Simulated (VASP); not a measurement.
# Hg: relaxation of cell and atoms with LDA

Hg:

```
CELL_PARAMETERS angstrom
2.92083 0.00000 0.00000
0.00000 2.92083 0.00000
0.00000 0.00000 2.92083
ATOMIC_POSITIONS crystal
Hg 0.00000 0.00000 0.00000
```

```json
{"Program": "VASP 6.6.1", "Task": "relaxation of cell and atoms", "Functional": "LDA", "Potentials or basis": "VASP PAW LDA potentials, release 64 (Hg)", "Cutoff": "600 eV", "k mesh": "11 × 11 × 11", "Occupations": "fermi-dirac, width 0.1 eV", "Spin": "no spin polarisation", "Dipole correction": "no", "Further INCAR settings": "ALGO = Normal; EDIFF = 1e-06; IBRION = 2; EDIFFG = -0.01; NSW = 80; ISIF = 3"}
```

```json
{"Relaxed volume": "24.60 Å³/atom", "Relaxed cell": "a = 2.908 Å, b = 2.908 Å, c = 2.908 Å, α = 90.00°, β = 90.00°, γ = 90.00°", "Space group after relaxing (to 0.1 Å)": "Pm-3m (No. 221)", "Energy gained by relaxing": "0.6 meV/atom", "Ionic steps": "3", "Pressure after relaxing": "0.0 GPa", "Band gap on the k mesh": "zero (bands 6 and 7 overlap by 4.57 eV)"}
```

Step by step:
| step | energy change (eV) | largest force (eV/Å) | pressure (GPa) | volume (Å³) |
| --- | --- | --- | --- | --- |
| 1 | 0.0000 | 0.0000 | -0.64 | 24.92 |
| 2 | -0.0006 | 0.0000 | 0.07 | 24.56 |
| 3 | -0.0006 | 0.0000 | 0.02 | 24.60 |

Final structure:
```
Hg
1.0
     2.90827    0.00000    0.00000
     0.00000    2.90827    0.00000
     0.00000    0.00000    2.90827
Hg
1
Direct
  0.00000 0.00000 0.00000
```

Levels at points of the mesh, in eV from the Fermi level:
| k point | band 2 | band 3 | band 4 | band 5 | band 6 | band 7 | band 8 | band 9 | band 10 |
| --- | --- | --- | --- | --- | --- | --- | --- | --- | --- |
| (0.00, 0.00, 0.00) | -8.39 | -8.39 | -5.85 | -5.85 | -5.85 | 10.56 | 10.56 | 10.56 | 14.42 |

It took 12 s on 1 thread of Intel(R) Xeon(R) Platinum 8488C (Sapphire Rapids), with other jobs on the host, peak memory 0.15 GiB.

Caveat: spin-orbit coupling is left out, which moves the levels of the heavy elements.
